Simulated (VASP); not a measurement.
Set up this calculation in VASP 6.6.1, as the native input.

- Task: single point
- Functional: PBE
- Potentials or basis: VASP PAW PBE potentials, release 64 (Pt)
- Cutoff: 520 eV
- k mesh: 14 × 14 × 14
- Occupations: fermi-dirac, width 0.05 eV
- Spin: no spin polarisation
- Dipole correction: no
- Further INCAR settings: ALGO = Normal; EDIFF = 1e-06; NBANDS = 17

The structure of Pt lies in POSCAR:

```
Pt
1.0
    0.0000000000      2.7247112534      2.7247112534
    2.7247112534      0.0000000000      2.7247112534
    2.7247112534      2.7247112534      0.0000000000
Pt
2
Direct
   -0.1250000000     -0.1250000000     -0.1250000000
    0.1250000000      0.1250000000      0.1250000000
```

This cell differs from its parent crystal: volume scaled by 0.84.

The input as run:

INCAR

```
PREC     = Accurate       # precision mode
ENCUT    = 520            # plane-wave cutoff, eV
EDIFF    = 1E-6           # SCF threshold, eV
ISMEAR   = -1             # smearing method
SIGMA    = 0.05           # smearing width, eV
LREAL    = F              # projectors in reciprocal space
LASPH    = T              # aspherical terms in the spheres
NELM     = 60             # most SCF steps
ALGO     = Normal         # electronic algorithm
ISIF     = 2              # what is computed and relaxed
LWAVE    = F              # write WAVECAR
LCHARG   = F              # write CHGCAR
GGA      = PE             # functional
NBANDS   = 17             # bands
```

KPOINTS

```
regular mesh
0
Gamma
  14 14 14
```

Potentials or basis: VASP PAW PBE potentials, release 64 (Pt).

Command:

```bash
$ cat potpaw_PBE.64/Pt/POTCAR > POTCAR
$ mpirun -np 1 vasp_std > vasp.out
```

Results of the run:

| Quantity | Value |
| --- | --- |
| Pressure | 30.8 GPa |
| Band gap on the k mesh | zero (band 10 reaches 7.67 eV, above the bottom of band 11 at 6.92 eV) |

Caveat: spin-orbit coupling is left out, which moves the levels of the heavy elements.

Wall time 72 s on 1 thread of Intel(R) Xeon(R) Platinum 8259CL CPU @ 2.50GHz (Skylake/Cascade Lake), on a shared host, peak memory 0.2 GiB.
